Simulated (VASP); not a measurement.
# Ti: single point with PBEsol

Ti:

```
Ti
1.0
    -1.62031    1.62031    1.62031
     1.62031   -1.62031    1.62031
     1.62031    1.62031   -1.62031
Ti
1
Cartesian
  0.0000 0.0000 0.0000
```

This isn't the form of Ti at room conditions, which is hcp.

```json
{
  "Program": "VASP 6.6.1",
  "Task": "single point",
  "Functional": "PBEsol",
  "Potentials or basis": "VASP PAW PBE potentials, release 64 (Ti_sv)",
  "Cutoff": "520 eV",
  "k mesh": "20 × 20 × 20",
  "Occupations": "fermi-dirac, width 0.15 eV",
  "Spin": "no spin polarisation",
  "Dipole correction": "no",
  "Further INCAR settings": "ALGO = Fast; EDIFF = 1e-06; NBANDS = 12"
}
```

The pressure is -2.4 GPa and the band gap on the k mesh is zero (bands 6 and 7 overlap by 1.68 eV).

Levels at points of the mesh, in eV from the Fermi level:
```csv
k point,band 2,band 3,band 4,band 5,band 6,band 7,band 8,band 9,band 10,band 11
"(0.00, 0.00, 0.00)",-32.18,-32.18,-32.18,-6.00,1.00,1.00,1.00,2.82,2.82,17.56
"(0.50, 0.00, 0.00)",-32.91,-32.41,-32.18,-2.51,-0.42,1.21,2.81,3.17,4.40,9.01
"(0.50, 0.50, 0.50)",-32.68,-32.68,-32.68,-2.17,-2.17,4.04,4.04,4.04,8.52,8.52
```

It took 78 s on 1 thread of Intel Xeon 8259CL (shared host), peak memory 0.18 GiB.

Caveat: the PAW data sets were made with another functional, which shifts forces and pressure a little.
